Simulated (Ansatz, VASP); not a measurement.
One calculation of Hf, two programs

```xyz
1
Lattice="-1.7463 1.7463 1.7463 1.7463 -1.7463 1.7463 1.7463 1.7463 -1.7463" Properties=species:S:1:pos:R:3 pbc="T T T"
Hf    0.0000    0.0000    0.0000
```

Alike in both runs: functional PBEsol; k mesh 15 × 15 × 15; occupations fermi-dirac, width 0.08 eV; no spin polarisation.

Ansatz relaxed the structure, and its values are those at the end. VASP's run is a single point on that final structure, the one shown.

|  | VASP | Ansatz |
| --- | --- | --- |
| version | VASP 6.6.1 | Ansatz 0.2.0 |
| potentials or method | VASP PAW PBE potentials, release 64 (Hf_pv) | PAW with Ansatz's default frozen-core files, scalar-relativistic |
| plane-wave cutoff (eV) | 520 | 420 |
| valence electrons in the cell | 10 | 26 |

Ansatz gave:

| Property | Result |
| --- | --- |
| pressure (GPa) | 0.0 |

Q: Which values does VASP return?

A: Pressure (GPa): -0.3.

VASP's potentials were made for PBE, not for PBEsol. VASP's potentials hold 10 valence electrons a cell and Ansatz's 26, so a difference there can come from the potentials and not from the codes.

Neither program's run includes spin-orbit coupling.
